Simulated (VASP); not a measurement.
Write the native input for VASP 6.6.1 that does the following.

```
Task                   : single point
Functional             : PBE
Potentials or basis    : VASP PAW PBE potentials, release 64 (Ta_pv, N)
Cutoff                 : 520 eV
k mesh                 : 11 × 11 × 11
Occupations            : methfessel-paxton, width 0.1 eV
Spin                   : no spin polarisation
Dipole correction      : no
Further INCAR settings : ALGO = Normal; EDIFF = 1e-06; NBANDS = 15
```

The structure of TaN lies in POSCAR:

```
TaN
1.0
    3.0815710000      0.0000000000      0.0000000000
    1.5407855000      2.6687187696      0.0000000000
    1.5407855000      0.8895729232      2.5160921854
Ta N
1 1
Direct
    0.5000000000      0.5000000000      0.5000000000
    0.0000000000      0.0000000000      0.0000000000
```

These files were run (other wordings do the same):

INCAR

```
SYSTEM = TaN
PREC = Accurate
ENCUT = 520
EDIFF = 1E-6
ISMEAR = 1
SIGMA = 0.1
LREAL = .False.
LASPH = .True.
NELM = 100
ALGO = Normal
ISIF = 2
LWAVE = .False.
LCHARG = .False.
GGA = PE
NBANDS = 15
```

KPOINTS

```
Automatic mesh
0
Gamma
  11 11 11
  0 0 0
```

Potentials or basis: VASP PAW PBE potentials, release 64 (Ta_pv, N).

The run is started by

```sh
$ cat potpaw_PBE.64/Ta_pv/POTCAR potpaw_PBE.64/N/POTCAR > POTCAR
$ mpirun -np 1 vasp_std > vasp.out
```

Results of the run:

```
Pressure               : 15.5 GPa
Band gap on the k mesh : zero (band 8 reaches 11.61 eV, above the bottom of band 9 at 7.68 eV)
```

Caveat: spin-orbit coupling is left out, which moves the levels of the heavy elements.

It took 22 s on 1 thread of Intel Xeon 8259CL, on a shared host, peak memory 0.15 GiB.
